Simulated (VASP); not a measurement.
Mg2SO: single point with r2SCAN

The system is Mg2SO.

```
O Mg S
1.0
     3.40839    0.06084    0.00000
     0.06084    3.40839    0.00000
     0.00000    0.00000    4.76112
O Mg S
1 2 1
Cartesian
  0.0000 0.0000 0.0000
  0.0000 0.0000 2.3806
  1.7346 1.7346 0.0000
  1.7346 1.7346 2.3806
```

This cell differs from its parent crystal: shear xy strain +3.6%.

| Quantity | Value |
| --- | --- |
| Program | VASP 6.6.1 |
| Task | single point |
| Functional | r2SCAN |
| Potentials or basis | VASP PAW PBE potentials, release 64 (O, Mg, S) |
| Cutoff | 520 eV |
| k mesh | 8 × 8 × 6 |
| Occupations | gaussian, width 0.01 eV |
| Spin | no spin polarisation |

The pressure is -0.3 GPa. The band gap on the k mesh is 3.90 eV, direct.

Stress tensor (GPa, compression positive):
```
-0.23 -2.25  0.00
-2.25 -0.23  0.00
 0.00  0.00 -0.53
```

Levels at points of the mesh, in eV from the valence-band top:
```tsv
k point	band 5	band 6	band 7	band 8	band 9	band 10	band 11	band 12
(0.00, 0.00, 0.00)	-1.48	-0.11	-0.10	0.00	3.90	5.51	5.72	10.24
(0.50, 0.00, 0.00)	-2.44	-1.70	-0.79	-0.58	6.96	7.37	7.89	8.20
(0.50, 0.50, 0.00)	-2.09	-1.32	-1.32	-1.17	4.18	6.03	6.22	6.61
(0.00, 0.00, 0.50)	-1.25	-0.99	-0.81	-0.64	5.93	6.66	7.13	9.39
(0.50, 0.00, 0.50)	-0.79	-0.59	-0.58	-0.55	4.46	6.91	9.00	9.09
(0.50, 0.50, 0.50)	-2.66	-2.29	-2.27	-1.65	5.70	7.29	7.54	10.56
```

It took 5 min on 1 thread of AMD EPYC 7R43 64-Core Processor (Zen 3), on a shared host, peak memory 0.19 GiB.

Caveat: the cell differs from its parent crystal (shear xy strain +3.6%); the PAW data sets were made with another functional, which shifts forces and pressure a little. A k mesh can miss the band edges.
